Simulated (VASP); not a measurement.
A run of VASP 6.6.1:

Contents of POSCAR:

```
KCl
1.0
    0.0000000000      3.1464700000      3.1464700000
    3.1464700000      0.0000000000      3.1464700000
    3.1464700000      3.1464700000      0.0000000000
K Cl
1 1
Direct
    0.0000000000      0.0000000000      0.0000000000
    0.5000000000      0.5000000000      0.5000000000
```

Contents of INCAR.step1:

```
AGGAC = 1.0
AGGAX = 1.0
ALDAC = 0.0
ALDAX = 1.0
ALGO = Normal
EDIFF = 1E-6
ENCUT = 520
GGA = B5
ISIF = 2
ISMEAR = 0
IVDW = 12
LASPH = T
LCHARG = T
LNONCOLLINEAR = T
LREAL = F
LWAVE = F
MAGMOM = 0 0 0.5 0 0 0
NBANDS = 28
NELM = 150
PREC = Accurate
SIGMA = 0.01
VDW_A1 = 0.4298
VDW_A2 = 4.2359
VDW_S6 = 1.0
VDW_S8 = 2.6996
```

The input KPOINTS.step1:

```
k-points
0
Gamma
  7 7 7
```

Contents of INCAR.step2:

```
AGGAC = 1.0
AGGAX = 1.0
ALDAC = 0.0
ALDAX = 1.0
ALGO = Normal
EDIFF = 1E-6
ENCUT = 520
GGA = B5
ICHARG = 11
ISIF = 2
ISMEAR = -5
IVDW = 12
LASPH = T
LCHARG = F
LNONCOLLINEAR = T
LORBIT = 11
LREAL = F
LWAVE = F
MAGMOM = 0 0 0.5 0 0 0
NBANDS = 28
NEDOS = 2001
NELM = 150
PREC = Accurate
SIGMA = 0.01
VDW_A1 = 0.4298
VDW_A2 = 4.2359
VDW_S6 = 1.0
VDW_S8 = 2.6996
```

KPOINTS.step2

```
k-points
0
Gamma
  11 11 11
```

Potentials or basis: VASP PAW PBE potentials, release 64 (K_sv, Cl).

The run is started by

```sh
$ cat potpaw_PBE.64/K_sv/POTCAR potpaw_PBE.64/Cl/POTCAR > POTCAR
$ cp INCAR.step1 INCAR
$ cp KPOINTS.step1 KPOINTS
$ mpirun -np 1 vasp_ncl > vasp.out
$ cp INCAR.step2 INCAR
$ cp KPOINTS.step2 KPOINTS
$ mpirun -np 1 vasp_ncl > vasp.out
```

Hardware: 1 thread of Oxide Virtual Turin-like Processor, on a shared host.

Q: Estimate the wall time of this run.

A: It took 18 min on 1 thread of Oxide Virtual Turin-like Processor, on a shared host, peak memory 0.65 GiB. Counts: k points 186.
